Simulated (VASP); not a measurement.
# Sb (P2_1/m) in VASP: notebook

The runs below take Sb through single point, with r2SCAN, PBEsol.

Program: VASP 6.6.1. These are calculated values, not measurements. Logs are shortened: lines on timing, memory, paths and dates and some standing lists are left out, and cuts for length are marked.

**1. The cell of the first run**

Symmetry: P2_1/m, No. 11, monoclinic system. Conventional cell: a = 3.143 Å, b = 4.376 Å, c = 4.435 Å, α = 90.00°, β = 90.51°, γ = 90.00°. Within 4.0 Å of Sb (site symmetry m) lie 6 Sb at 3.06 to 3.17 Å.

**2. Single point, r2SCAN**

POSCAR

```
Sb
1.0
    3.1430807616      0.0000000000      0.0000000000
    0.0000000000      4.3763103490      0.0000000000
   -0.0391727227      0.0000000000      4.4350306782
Sb
2
Direct
    0.0113890000      0.2500000000      0.2411660000
    0.9886110000      0.7500000000      0.7588340000
```

INCAR.step1

```
PREC = Accurate ; ENCUT = 520
ISMEAR = -1 ; SIGMA = 0.05
LREAL = False ; LASPH = True
NELM = 60 ; NBANDS = 12
GGA = PE ; ALGO = Normal
EDIFF = 1E-4 ; LWAVE = True
LCHARG = False
```

INCAR.step2

```
PREC = Accurate ; ENCUT = 520
EDIFF = 1E-7 ; ISMEAR = -1
SIGMA = 0.05 ; LREAL = False
LASPH = True ; NELM = 60
ALGO = Normal ; ISIF = 2
LWAVE = False ; LCHARG = True
METAGGA = R2SCAN ; LMIXTAU = True
LELF = True ; LVHAR = True
NBANDS = 12 ; ISTART = 1
```

KPOINTS

```
Automatic mesh
0
Gamma
  9 6 6
```

Potentials or basis: VASP PAW PBE potentials, release 64 (Sb).

Launch:

```sh
$ cat potpaw_PBE.64/Sb/POTCAR > POTCAR
$ cp INCAR.step1 INCAR
$ mpirun -np 1 vasp_std > vasp.out
$ cp INCAR.step2 INCAR
$ mpirun -np 1 vasp_std > vasp.out
```

OUTCAR:

```text
PREC = Accurate
   ENCUT = 520
   EDIFF = 1E-7
   ISMEAR = -1
   LREAL = False
   LASPH = True
   NELM = 60
   ISIF = 2
   METAGGA = R2SCAN
   ISTART = 1

 ion  position               nearest neighbor table
   1  0.011  0.250  0.241-   2 3.06   2 3.06   2 3.17   2 3.17
   2  0.989  0.750  0.759-   1 3.06   1 3.06   1 3.17   1 3.17

  LATTYP: Found a simple monoclinic cell.
 ALAT       =     3.1430807616
 B/A-ratio  =     1.3923633151
 C/A-ratio  =     1.4111007668
 COS(beta)  =    -0.0088322263

  Lattice vectors:

 A1 = (   3.1430807616,   0.0000000000,   0.0000000000)
 A2 = (   0.0000000000,   4.3763103490,   0.0000000000)
 A3 = (  -0.0391727227,   0.0000000000,   4.4350306782)

Analysis of symmetry for initial positions (statically):
=====================================================================
 Subroutine PRICEL returns:
 Original cell was already a primitive cell.

 Routine SETGRP: Setting up the symmetry group for a
 simple monoclinic supercell.

 Subroutine GETGRP returns: Found  4 space group operations
 (whereof  2 operations were pure point group operations)
 out of a pool of  4 trial point group operations.

The static configuration has the point symmetry S_2 .
 The point group associated with its full space group is C_2h.

Analysis of symmetry for dynamics (positions and initial velocities):
=====================================================================
 Subroutine PRICEL returns:
 Original cell was already a primitive cell.

 Routine SETGRP: Setting up the symmetry group for a
 simple monoclinic supercell.

 Subroutine GETGRP returns: Found  4 space group operations
 (whereof  2 operations were pure point group operations)
 out of a pool of  4 trial point group operations.

The dynamic configuration has the point symmetry S_2 .
 The point group associated with its full space group is C_2h.

 Subroutine INISYM returns: Found  4 space group operations
 (whereof  2 operations are pure point group operations),
 and found     1 'primitive' translations

----------------------------------------------------------------------------------------

                                     Primitive cell

  volume of cell :      61.0043

  direct lattice vectors                    reciprocal lattice vectors
     3.143080762  0.000000000  0.000000000     0.318159181  0.000000000  0.002810164
     0.000000000  4.376310349  0.000000000     0.000000000  0.228502990  0.000000000
    -0.039172723  0.000000000  4.435030678     0.000000000  0.000000000  0.225477583

  length of vectors
     3.143080762  4.376310349  4.435203673     0.318171591  0.228502990  0.225477583

  position of ions in fractional coordinates (direct lattice)
     0.011389000  0.250000000  0.241166000
     0.988611000  0.750000000  0.758834000

  ion indices of the primitive-cell ions
   primitive index   ion index
                 1           1
                 2           2

----------------------------------------------------------------------------------------

 KPOINTS: Automatic mesh

Automatic generation of k-mesh.
 Grid dimensions read from file:
 generate k-points for:    9    6    6

 Generating k-lattice:

  Cartesian coordinates                     Fractional coordinates (reciprocal lattice)
     0.035351020  0.000000000  0.000312240     0.111111111  0.000000000 -0.000000000
     0.000000000  0.038083832  0.000000000     0.000000000  0.166666667  0.000000000
     0.000000000  0.000000000  0.037579597     0.000000000  0.000000000  0.166666667

  Length of vectors
     0.035352399  0.038083832  0.037579597

  Shift w.r.t. Gamma in fractional coordinates (k-lattice)
     0.000000000  0.000000000  0.000000000

 Subroutine IBZKPT returns following result:
 ===========================================

 Found    112 irreducible k-points:

 Following reciprocal coordinates:
            Coordinates               Weight
  0.000000  0.000000  0.000000      1.000000
  0.111111  0.000000  0.000000      2.000000
  0.222222  0.000000 -0.000000      2.000000
  0.333333  0.000000 -0.000000      2.000000
  0.444444  0.000000 -0.000000      2.000000
  0.000000  0.166667  0.000000      2.000000
[... 16 lines left out ...]
  0.222222  0.000000  0.166667      2.000000
  0.333333  0.000000  0.166667      2.000000
 [... further k-points ...]
   k-points           NKPTS =    112   k-points in BZ     NKDIM =    112   number of bands    NBANDS=     12
   number of dos      NEDOS =    301   number of ions     NIONS =      2
   total plane-waves  NPLWV =  31104
   dimension x,y,z NGX =    24 NGY =   36 NGZ =   36
   dimension x,y,z NGXF=    48 NGYF=   72 NGZF=   72
   ions per type =               2
   NGX,Y,Z   is equivalent  to a cutoff of  12.69, 13.68, 13.49 a.u.
   NGXF,Y,Z  is equivalent  to a cutoff of  25.39, 27.35, 26.99 a.u.
 SYSTEM =  unknown system
   PREC   = accura    normal or accurate (medium, high low for compatibility)
   ISTART =      1    job   : 0-new  1-cont  2-samecut
   ICHARG =      0    charge: 1-file 2-atom 10-const
   ISPIN  =      1    spin polarized calculation?
   LNONCOLLINEAR =      F non collinear calculations
   LSORBIT =      F    spin-orbit coupling
   LASPH  =      T    aspherical Exc in radial PAW
   ENCUT  =  520.0 eV  38.22 Ry    6.18 a.u.   5.84  8.14  8.25*2*pi/ulx,y,z
   NELM   =     60;   NELMIN=  2; NELMDL=  0     # of ELM steps
   EDIFF  = 0.1E-06   stopping-criterion for ELM
   LREAL  =      F    real-space projection
   EDIFFG = 0.1E-05   stopping-criterion for IOM
   NSW    =      0    number of steps for IOM
   IBRION =     -1    ionic relax: 0-MD 1-quasi-New 2-CG
   NFREE  =      0    steps in history (QN), initial steepest desc. (CG)
   ISIF   =      2    stress and relaxation
   ISYM   =      2    0-nonsym 1-usesym 2-fastsym
   POTIM  = 0.5000    time-step for ionic-motion
   TEBEG  =    0.0;   TEEND  =   0.0 temperature during run
   PSTRESS=    0.0 pullay stress
   NELECT =      10.0000    total number of electrons
   NUPDOWN=      -1.0000    fix difference up-down
   EMIN   =  10.00;   EMAX   =-10.00  energy-range for DOS
   EFERMI =   0.00;   METHOD = LEGACY
   ISMEAR =    -1;   SIGMA  =   0.05  broadening in eV -4-tet -1-fermi 0-gaus
   EFERMI_NEDOS =   21; number of points for ismear=-14 and -15
   IALGO  =     38    algorithm
   IMIX   =      4    mixing-type and parameters
     AMIX     =   0.40;   BMIX     =  1.00
     AMIX_MAG =   1.60;   BMIX_MAG =  1.00
  volume/ion in A,a.u.               =      30.50       205.84
  Fermi-wavevector in a.u.,A,eV,Ry     =   0.895959  1.693117 10.921972  0.802742
  Thomas-Fermi vector in A             =   2.018357
   LORBIT       =      0    0 simple, 1 ext, 2 COOP (PROOUT), +10 PAW based schemes
   METAGGA = R2SCAN    functional components
   LHFCALC =     F    Hartree Fock is set to
   AEXX    =    0.0000 exact exchange contribution
   IVDW    =     0    specifies the selected vdW correction
   LEPSILON=     F    determine dielectric tensor
   LRPA    =     F    only Hartree local field effects (RPA)
 non-spin polarized calculation
  energy-cutoff  :      520.00
  volume of cell :       61.00
 maximum number of plane-waves:      1666
   NGX = 11   NGY = 17   NGZ = 17

 number of electron       9.9999999 magnetization

 Free energy of the ion-electron system (eV)
  ---------------------------------------------------
  ext. energy  EPLUGINS =         0.00000000
  ---------------------------------------------------
  free energy    TOTEN  =       -51.24835589 eV

  energy without entropy =      -51.23498806  energy(sigma->0) =      -51.24167197

 E-fermi :   6.9201     XC(G=0): -10.0111

 val. band max:        6.9057218275   @ k =   0.0000   0.1667   0.1667
 cond. band min:       6.9267287603   @ k =  -0.4444   0.3333   0.1667
 fundamental gap:      0.0210069328
 Fermi energy:         6.9200679409

 k-point     1 :       0.0000    0.0000    0.0000
  band No.  band energies     occupation
      1      -6.0337      2.00000
      2      -0.7707      2.00000
      3       3.0458      2.00000
      4       3.1774      2.00000
      5       9.2518      0.00000
      6       9.9837      0.00000
      7      10.2168      0.00000
      8      10.3883      0.00000
      9      13.7627      0.00000
     10      14.0753      0.00000
     11      14.3637      0.00000
     12      15.7951      0.00000

 k-point     2 :       0.1111    0.0000    0.0000
  band No.  band energies     occupation
      1      -5.8532      2.00000
      2      -0.5801      2.00000
      3       3.2103      2.00000
      4       3.3418      2.00000
      5       8.1133      0.00000
      6       9.4222      0.00000
      7      10.3919      0.00000
      8      10.5620      0.00000
      9      12.6243      0.00000
     10      14.2183      0.00000
     11      15.0816      0.00000
     12      16.9137      0.00000

 k-point     3 :       0.2222    0.0000   -0.0000
  band No.  band energies     occupation
      1      -5.3273      2.00000
      2      -0.0124      2.00000
      3       3.6709      2.00000
      4       3.8026      2.00000
      5       5.3506      2.00000
      6       9.8959      0.00000
      7       9.9493      0.00000
      8      10.8816      0.00000
      9      11.0564      0.00000
     10      14.6370      0.00000
     11      15.3121      0.00000
     12      15.4639      0.00000
[... 286 lines left out ...]
 k-point    23 :       0.2222    0.0000    0.1667
  band No.  band energies     occupation
      1      -5.1156      2.00000
      2      -0.7900      2.00000
      3       4.0650      2.00000
      4       4.2843      2.00000
      5       5.5225      2.00000
      6       9.4867      0.00000
      7       9.6291      0.00000
      8       9.8695      0.00000
      9      10.9322      0.00000
     10      15.3796      0.00000
     11      15.6291      0.00000
     12      16.1844      0.00000

 k-point    24 :       0.3333    0.0000    0.1667
  band No.  band energies     occupation
      1      -4.3175      2.00000
      2       0.0720      2.00000
      3       3.1084      2.00000
      4       4.7037      2.00000
      5       4.9384      2.00000
      6       7.0041      0.31424
      7      10.2987      0.00000
      8      10.5835      0.00000
      9      11.6917      0.00000
     10      13.3530      0.00000
     11      13.6477      0.00000
     12      16.7966      0.00000

 [... further k-points ...]

------------------------ aborting loop because EDIFF is reached ----------------------------------------

  FORCE on cell =-STRESS in cart. coord.  units (eV):
  Direction    XX          YY          ZZ          XY          YZ          ZX
  --------------------------------------------------------------------------------------
  -------------------------------------------------------------------------------------
  Total       -0.5442757     -0.8080431     -0.7380888      0.0000000      0.0000000      0.0354347
  in kB      -14.2945079    -21.2219264    -19.3846938      0.0000000      0.0000000      0.9306346
  external PRESSURE =     -18.3003760 kB  Pullay stress =       0.0000000 kB

 VOLUME and BASIS-vectors are now :
 -----------------------------------------------------------------------------
  energy-cutoff  :      520.00
  volume of cell :       61.00
      direct lattice vectors                 reciprocal lattice vectors
     3.143080762  0.000000000  0.000000000     0.318159181  0.000000000  0.002810164
     0.000000000  4.376310349  0.000000000     0.000000000  0.228502990  0.000000000
    -0.039172723  0.000000000  4.435030678     0.000000000  0.000000000  0.225477583

 POSITION                                       TOTAL-FORCE (eV/Angst)
 -----------------------------------------------------------------------------------
      0.02635      1.09408      1.06958        -0.045452      0.000000     -0.014093
      3.07756      3.28223      3.36545         0.045452     -0.000000      0.014093
 -----------------------------------------------------------------------------------
    total drift:                                0.000000     -0.000000      0.000000

  FREE ENERGIE OF THE ION-ELECTRON SYSTEM (eV)
  ---------------------------------------------------
  free  energy   TOTEN  =       -51.2483558914 eV

  energy  without entropy=      -51.2349880564  energy(sigma->0) =      -51.24167197
```

Run time: 4.3 min. Hardware: 1 thread of Intel Xeon 8259CL, shared host; peak memory 0.22 GiB.

What came out:

| Quantity | Value |
| --- | --- |
| Free energy | -51.2484 eV |
| Pressure | -1.8 GPa |
| Largest force | 0.048 eV/Å |
| Band gap on the k mesh | zero (bands 5 and 6 overlap by 8.65 eV) |

Forces in eV/Å, atoms in the order of the input:
```
Sb  -0.045  0.000 -0.014
Sb   0.045  0.000  0.014
```

Caveat: the PAW data sets were made with another functional, which shifts forces and pressure a little; spin-orbit coupling is left out, which moves the levels of the heavy elements.

**3. Single point, r2SCAN**

This run uses another cell than the first one, of 31.10 Å³/atom.

POSCAR

```
Sb
1.0
    3.1634909488      0.0000000000      0.0000000000
    0.0000000000      4.4047287450      0.0000000000
   -0.0394270982      0.0000000000      4.4638303856
Sb
2
Direct
    0.0113890000      0.2500000000      0.2411660000
    0.9886110000      0.7500000000      0.7588340000
```

INCAR.step1

```
SYSTEM = Sb
PREC     = Accurate       ! precision mode
ENCUT    = 520            ! plane-wave cutoff, eV
ISMEAR   = -1             ! smearing method
SIGMA    = 0.05           ! smearing width, eV
LREAL    = .FALSE.        ! projectors in reciprocal space
LASPH    = .TRUE.         ! aspherical terms in the spheres
NELM     = 100            ! most SCF steps
NBANDS   = 12             ! bands
GGA      = PE             ! functional
ALGO     = Normal         ! electronic algorithm
EDIFF    = 1E-4           ! SCF threshold, eV
LWAVE    = .TRUE.         ! write WAVECAR
LCHARG   = .FALSE.        ! write CHGCAR
```

INCAR.step2

```
SYSTEM = Sb
PREC     = Accurate       ! precision mode
ENCUT    = 520            ! plane-wave cutoff, eV
EDIFF    = 1E-6           ! SCF threshold, eV
ISMEAR   = -1             ! smearing method
SIGMA    = 0.05           ! smearing width, eV
LREAL    = .FALSE.        ! projectors in reciprocal space
LASPH    = .TRUE.         ! aspherical terms in the spheres
NELM     = 100            ! most SCF steps
ALGO     = Normal         ! electronic algorithm
ISIF     = 2              ! what is computed and relaxed
LWAVE    = .FALSE.        ! write WAVECAR
LCHARG   = .FALSE.        ! write CHGCAR
METAGGA  = R2SCAN         ! meta-GGA
LMIXTAU  = .TRUE.       
NBANDS   = 12             ! bands
ISTART   = 1
```

KPOINTS

```
regular mesh
0
G
  9 6 6
  0 0 0
```

Potentials or basis: VASP PAW PBE potentials, release 64 (Sb).

Launch:

```sh
$ cat potpaw_PBE.64/Sb/POTCAR > POTCAR
$ cp INCAR.step1 INCAR
$ mpirun -np 1 vasp_std > vasp.out
$ cp INCAR.step2 INCAR
$ mpirun -np 1 vasp_std > vasp.out
```

Wall time 3.3 min (1 thread of Intel Xeon 8259CL, shared host); peak memory 0.22 GiB.

It converged, with:

- Free energy: -51.2312 eV
- Pressure: -2.7 GPa
- Largest force: 0.064 eV/Å
- Band gap on the k mesh: zero (bands 5 and 6 overlap by 8.45 eV)

Forces on the atoms (eV/Å):
```
Sb  -0.046  0.000 -0.045
Sb   0.046  0.000  0.045
```

Stress tensor (GPa, compression positive):
```
-2.27  0.00  0.08
 0.00 -3.05  0.00
 0.08  0.00 -2.90
```

Levels at points of the mesh, in eV from the Fermi level:
| k point | band 2 | band 3 | band 4 | band 5 | band 6 | band 7 | band 8 | band 9 |
| --- | --- | --- | --- | --- | --- | --- | --- | --- |
| (0.00, 0.00, 0.00) | -7.69 | -3.77 | -3.64 | 2.40 | 3.03 | 3.26 | 3.44 | 6.78 |
| (0.00, 0.50, 0.00) | -10.97 | -1.58 | -1.58 | -0.91 | -0.91 | 4.72 | 4.72 | 8.45 |
| (0.00, 0.00, 0.50) | -10.79 | -1.69 | -1.14 | -0.92 | -0.80 | 4.50 | 4.89 | 8.15 |
| (0.00, 0.50, 0.50) | -10.34 | -5.70 | -5.70 | 5.04 | 5.04 | 5.31 | 5.31 | 9.08 |

Caveat: the PAW data sets were made with another functional, which shifts forces and pressure a little; spin-orbit coupling is left out, which moves the levels of the heavy elements.

**4. Single point, PBEsol**

INCAR

```
SYSTEM = Sb
PREC = Accurate ; ENCUT = 520
EDIFF = 1E-6 ; ISMEAR = -1
SIGMA = 0.05 ; LREAL = .FALSE.
LASPH = .TRUE. ; NELM = 100
ALGO = Normal ; ISIF = 2
LWAVE = .FALSE. ; LCHARG = .FALSE.
GGA = PS ; NBANDS = 12
```

KPOINTS is that of step 3.

POSCAR

```
Sb
1.0
    3.1430807616      0.0000000000      0.0000000000
    0.0000000000      4.3763103490      0.0000000000
   -0.0391727227      0.0000000000      4.4350306782
Sb
2
Direct
    0.0113890000      0.2500000000      0.2411660000
    0.9886110000      0.7500000000      0.7588340000
```

Launch:

```sh
$ cat potpaw_PBE.64/Sb/POTCAR > POTCAR
$ mpirun -np 1 vasp_std > vasp.out
```

Wall time 58 s (1 thread of Intel Xeon 8259CL, shared host); peak memory 0.22 GiB.

Results (log left out):

* Free energy: -9.0177 eV
* Pressure: -3.1 GPa
* Largest force: 0.035 eV/Å
* Band gap on the k mesh: zero (bands 5 and 6 overlap by 8.14 eV)

Forces in eV/Å, atoms in the order of the input:
```
Sb  -0.032  0.000  0.015
Sb   0.032  0.000 -0.015
```

Stress tensor (GPa, compression positive):
```
-2.73  0.00  0.07
 0.00 -3.38  0.00
 0.07  0.00 -3.19
```

Levels at points of the mesh, in eV from the Fermi level:
| k point | band 2 | band 3 | band 4 | band 5 | band 6 | band 7 | band 8 | band 9 |
| --- | --- | --- | --- | --- | --- | --- | --- | --- |
| (0.00, 0.00, 0.00) | -7.44 | -3.60 | -3.47 | 2.03 | 2.93 | 3.15 | 3.29 | 6.53 |
| (0.00, 0.50, 0.00) | -10.60 | -1.50 | -1.50 | -0.96 | -0.96 | 4.57 | 4.57 | 7.99 |
| (0.00, 0.00, 0.50) | -10.42 | -1.59 | -1.07 | -0.99 | -0.84 | 4.36 | 4.73 | 7.65 |
| (0.00, 0.50, 0.50) | -9.97 | -5.56 | -5.56 | 4.89 | 4.89 | 5.14 | 5.14 | 8.86 |

Caveat: the cell stands under tension; the PAW data sets were made with another functional, which shifts forces and pressure a little; spin-orbit coupling is left out, which moves the levels of the heavy elements.

**5. Overview**

```tsv
level	cell	gap on the mesh (eV)	pressure (GPa)	largest force (eV/Å)
r2SCAN	a = 3.143, b = 4.376, c = 4.435 Å, angles 90.0, 90.5, 90.0°, 2 atoms	none	-1.8	0.05
r2SCAN	a = 3.163, b = 4.405, c = 4.464 Å, angles 90.0, 90.5, 90.0°, 2 atoms	none	-2.7	0.06
PBEsol	a = 3.143, b = 4.376, c = 4.435 Å, angles 90.0, 90.5, 90.0°, 2 atoms	none	-3.1	0.04
```

Alike in all rows: task single point; potentials or basis VASP PAW PBE potentials, release 64 (Sb); no spin polarisation; k mesh 9 × 6 × 6; cutoff (eV) 520; smearing fermi-dirac 0.05 eV.

Caveats: the PAW data sets were made with another functional, which shifts forces and pressure a little; spin-orbit coupling is left out, which moves the levels of the heavy elements; the cell stands under tension (at least some runs).

Total energies depend on the potentials used, so only differences within one code and one set of settings carry meaning.
